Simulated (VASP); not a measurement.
# Yb (Fm-3m) in VASP: a series of runs, part 3 of 4

VASP 6.6.1.

## 4. Single point, PBE (volume scaled by 0.6)

File INCAR:

```
PREC     = Accurate       # precision mode
ENCUT    = 520            # plane-wave cutoff, eV
EDIFF    = 1E-7           # SCF threshold, eV
ISMEAR   = -1             # smearing method
SIGMA    = 0.08           # smearing width, eV
LREAL    = False          # projectors in reciprocal space
LASPH    = True           # aspherical terms in the spheres
NELM     = 80             # most SCF steps
ALGO     = Normal         # electronic algorithm
ISIF     = 2              # what is computed and relaxed
LWAVE    = False          # write WAVECAR
LCHARG   = True           # write CHGCAR
GGA      = PE             # functional
LELF     = True           # ELF
LVHAR    = True         
NBANDS   = 18             # bands
```

File KPOINTS:

```
regular mesh
0
Gamma
  14 14 14
```

File POSCAR:

```
Yb
1.0
    0.0000000000      2.2026964183      2.2026964183
    2.2026964183      0.0000000000      2.2026964183
    2.2026964183      2.2026964183      0.0000000000
Yb
1
Direct
    0.0000000000      0.0000000000      0.0000000000
```

Potentials or basis: VASP PAW PBE potentials, release 64 (Yb).

On the command line:

```console
cat potpaw_PBE.64/Yb/POTCAR > POTCAR
mpirun -np 1 vasp_std > vasp.out
```

OUTCAR:

```text
PREC = Accurate
   ENCUT = 520
   EDIFF = 1E-7
   ISMEAR = -1
   LREAL = False
   LASPH = True
   NELM = 80
   ISIF = 2
   GGA = PE

 ion  position               nearest neighbor table
   1  0.000  0.000  0.000-

  LATTYP: Found a face centered cubic cell.
 ALAT       =     4.4053928366

  Lattice vectors:

 A1 = (   0.0000000000,   2.2026964183,   2.2026964183)
 A2 = (   2.2026964183,   0.0000000000,   2.2026964183)
 A3 = (   2.2026964183,   2.2026964183,   0.0000000000)

Analysis of symmetry for initial positions (statically):
=====================================================================
 Subroutine PRICEL returns:
 Original cell was already a primitive cell.

 Routine SETGRP: Setting up the symmetry group for a
 face centered cubic supercell.

 Subroutine GETGRP returns: Found 48 space group operations
 (whereof 48 operations were pure point group operations)
 out of a pool of 48 trial point group operations.

The static configuration has the point symmetry O_h .

Analysis of symmetry for dynamics (positions and initial velocities):
=====================================================================
 Subroutine PRICEL returns:
 Original cell was already a primitive cell.

 Routine SETGRP: Setting up the symmetry group for a
 face centered cubic supercell.

 Subroutine GETGRP returns: Found 48 space group operations
 (whereof 48 operations were pure point group operations)
 out of a pool of 48 trial point group operations.

The dynamic configuration has the point symmetry O_h .

 Subroutine INISYM returns: Found 48 space group operations
 (whereof 48 operations are pure point group operations),
 and found     1 'primitive' translations

----------------------------------------------------------------------------------------

                                     Primitive cell

  volume of cell :      21.3744

  direct lattice vectors                    reciprocal lattice vectors
     0.000000000  2.202696418  2.202696418    -0.226994513  0.226994513  0.226994513
     2.202696418  0.000000000  2.202696418     0.226994513 -0.226994513  0.226994513
     2.202696418  2.202696418  0.000000000     0.226994513  0.226994513 -0.226994513

  length of vectors
     3.115083149  3.115083149  3.115083149     0.393166029  0.393166029  0.393166029

  position of ions in fractional coordinates (direct lattice)
     0.000000000  0.000000000  0.000000000

  ion indices of the primitive-cell ions
   primitive index   ion index
                 1           1

----------------------------------------------------------------------------------------

 KPOINTS: regular mesh

Automatic generation of k-mesh.
 Grid dimensions read from file:
 generate k-points for:   14   14   14

 Generating k-lattice:

  Cartesian coordinates                     Fractional coordinates (reciprocal lattice)
    -0.016213894  0.016213894  0.016213894     0.071428571  0.000000000  0.000000000
     0.016213894 -0.016213894  0.016213894     0.000000000  0.071428571  0.000000000
     0.016213894  0.016213894 -0.016213894     0.000000000  0.000000000  0.071428571

  Length of vectors
     0.028083288  0.028083288  0.028083288

  Shift w.r.t. Gamma in fractional coordinates (k-lattice)
     0.000000000  0.000000000  0.000000000

 Subroutine IBZKPT returns following result:
 ===========================================

 Found    104 irreducible k-points:

 Following reciprocal coordinates:
            Coordinates               Weight
  0.000000  0.000000  0.000000      1.000000
  0.071429  0.000000  0.000000      8.000000
  0.142857  0.000000  0.000000      8.000000
  0.214286  0.000000  0.000000      8.000000
  0.285714  0.000000  0.000000      8.000000
  0.357143  0.000000  0.000000      8.000000
[... 16 lines left out ...]
  0.214286  0.142857  0.000000     24.000000
  0.285714  0.142857  0.000000     24.000000
 [... further k-points ...]
   k-points           NKPTS =    104   k-points in BZ     NKDIM =    104   number of bands    NBANDS=     18
   number of dos      NEDOS =    301   number of ions     NIONS =      1
   total plane-waves  NPLWV =  13824
   dimension x,y,z NGX =    24 NGY =   24 NGZ =   24
   dimension x,y,z NGXF=    48 NGYF=   48 NGZF=   48
   ions per type =               1
   NGX,Y,Z   is equivalent  to a cutoff of  12.81, 12.81, 12.81 a.u.
   NGXF,Y,Z  is equivalent  to a cutoff of  25.62, 25.62, 25.62 a.u.
 SYSTEM =  unknown system
   PREC   = accura    normal or accurate (medium, high low for compatibility)
   ISTART =      0    job   : 0-new  1-cont  2-samecut
   ICHARG =      2    charge: 1-file 2-atom 10-const
   ISPIN  =      1    spin polarized calculation?
   LNONCOLLINEAR =      F non collinear calculations
   LSORBIT =      F    spin-orbit coupling
   LASPH  =      T    aspherical Exc in radial PAW
   ENCUT  =  520.0 eV  38.22 Ry    6.18 a.u.   5.79  5.79  5.79*2*pi/ulx,y,z
   NELM   =     80;   NELMIN=  2; NELMDL= -5     # of ELM steps
   EDIFF  = 0.1E-06   stopping-criterion for ELM
   LREAL  =      F    real-space projection
   EDIFFG = 0.1E-05   stopping-criterion for IOM
   NSW    =      0    number of steps for IOM
   IBRION =     -1    ionic relax: 0-MD 1-quasi-New 2-CG
   NFREE  =      0    steps in history (QN), initial steepest desc. (CG)
   ISIF   =      2    stress and relaxation
   ISYM   =      2    0-nonsym 1-usesym 2-fastsym
   POTIM  = 0.5000    time-step for ionic-motion
   TEBEG  =    0.0;   TEEND  =   0.0 temperature during run
   PSTRESS=    0.0 pullay stress
   NELECT =      24.0000    total number of electrons
   NUPDOWN=      -1.0000    fix difference up-down
   EMIN   =  10.00;   EMAX   =-10.00  energy-range for DOS
   EFERMI =   0.00;   METHOD = LEGACY
   ISMEAR =    -1;   SIGMA  =   0.08  broadening in eV -4-tet -1-fermi 0-gaus
   EFERMI_NEDOS =   21; number of points for ismear=-14 and -15
   IALGO  =     38    algorithm
   IMIX   =      4    mixing-type and parameters
     AMIX     =   0.40;   BMIX     =  1.00
     AMIX_MAG =   1.60;   BMIX_MAG =  1.00
  volume/ion in A,a.u.               =      21.37       144.24
  Fermi-wavevector in a.u.,A,eV,Ry     =   1.701560  3.215482 39.393035  2.895306
  Thomas-Fermi vector in A             =   2.781490
   LORBIT       =      0    0 simple, 1 ext, 2 COOP (PROOUT), +10 PAW based schemes
   GGA     = PE    functional components
   LHFCALC =     F    Hartree Fock is set to
   AEXX    =    0.0000 exact exchange contribution
   IVDW    =     0    specifies the selected vdW correction
   LEPSILON=     F    determine dielectric tensor
   LRPA    =     F    only Hartree local field effects (RPA)
 non-spin polarized calculation
  energy-cutoff  :      520.00
  volume of cell :       21.37
 maximum number of plane-waves:       588
   NGX = 11   NGY = 11   NGZ = 11

 number of electron      23.9999998 magnetization

 Free energy of the ion-electron system (eV)
  ---------------------------------------------------
  ext. energy  EPLUGINS =         0.00000000
  ---------------------------------------------------
  free energy    TOTEN  =        -2.88866933 eV

  energy without entropy =       -2.85167150  energy(sigma->0) =       -2.87017041

 E-fermi :   3.4093     XC(G=0): -12.0417

 val. band max:        3.4085377149   @ k =  -0.3571   0.3571   0.1429
 cond. band min:       3.4116722597   @ k =   0.3571   0.3571   0.0000
 fundamental gap:      0.0031345448
 Fermi energy:         3.4093390410

 k-point     1 :       0.0000    0.0000    0.0000
  band No.  band energies     occupation
      1     -48.0680      2.00000
      2     -19.5729      2.00000
      3     -19.5729      2.00000
      4     -19.5729      2.00000
      5      -2.5439      2.00000
      6       2.5095      1.99997
[... 10 lines left out ...]
     17      10.4282      0.00000
     18      15.6830      0.00000

 k-point     2 :       0.0714    0.0000    0.0000
  band No.  band energies     occupation
      1     -48.0602      2.00000
      2     -19.6667      2.00000
      3     -19.5833      2.00000
      4     -19.5833      2.00000
      5      -2.3250      2.00000
      6       2.5085      1.99997
[... 10 lines left out ...]
     17      10.2831      0.00000
     18      16.1436      0.00000
[... 442 lines left out ...]
 k-point    24 :       0.2857    0.1429    0.0000
  band No.  band energies     occupation
      1     -47.9731      2.00000
      2     -20.4426      2.00000
      3     -19.7933      2.00000
      4     -19.7787      2.00000
      5       0.0673      2.00000
      6       2.5302      1.99997
[... 10 lines left out ...]
     17      11.5363      0.00000
     18      17.5745      0.00000

 [... further k-points ...]
[... 5 lines left out ...]
  --------------------------------------------------------------------------------------
  -------------------------------------------------------------------------------------
  Total        3.1073963      3.1073963      3.1073963     -0.0000000      0.0000000     -0.0000000
  in kB      232.9234910    232.9234910    232.9234910     -0.0000000      0.0000000     -0.0000000
  external PRESSURE =     232.9234910 kB  Pullay stress =       0.0000000 kB

 VOLUME and BASIS-vectors are now :
 -----------------------------------------------------------------------------
  energy-cutoff  :      520.00
  volume of cell :       21.37
      direct lattice vectors                 reciprocal lattice vectors
     0.000000000  2.202696418  2.202696418    -0.226994513  0.226994513  0.226994513
     2.202696418  0.000000000  2.202696418     0.226994513 -0.226994513  0.226994513
     2.202696418  2.202696418  0.000000000     0.226994513  0.226994513 -0.226994513

 POSITION                                       TOTAL-FORCE (eV/Angst)
 -----------------------------------------------------------------------------------
      0.00000      0.00000      0.00000         0.000000      0.000000      0.000000
 -----------------------------------------------------------------------------------
    total drift:                               -0.000000     -0.000000     -0.000000

  FREE ENERGIE OF THE ION-ELECTRON SYSTEM (eV)
  ---------------------------------------------------
  free  energy   TOTEN  =        -2.8886693255 eV

  energy  without entropy=       -2.8516714999  energy(sigma->0) =       -2.87017041
```

Wall time 51 s (1 thread of AMD EPYC 9R45 (Zen 5), shared host); peak memory 0.15 GiB.

Results:

```
Free energy            : -2.8887 eV
Pressure               : 23.3 GPa
Band gap on the k mesh : zero (band 12 reaches 3.70 eV, above the bottom of band 13 at 2.93 eV)
```

Levels at points of the mesh, in eV from the Fermi level:
```tsv
k point	band 10	band 11	band 12	band 13	band 14	band 15
(0.00, 0.00, 0.00)	-0.40	-0.40	-0.40	3.42	3.42	3.42
(0.50, 0.00, 0.00)	-0.45	-0.45	-0.39	2.67	3.03	3.03
(0.50, 0.50, 0.00)	-0.58	-0.48	-0.48	-0.48	4.98	9.85
```

Caveat: spin-orbit coupling is left out, which moves the levels of the heavy elements.

(Continued in part 4 of 4.)
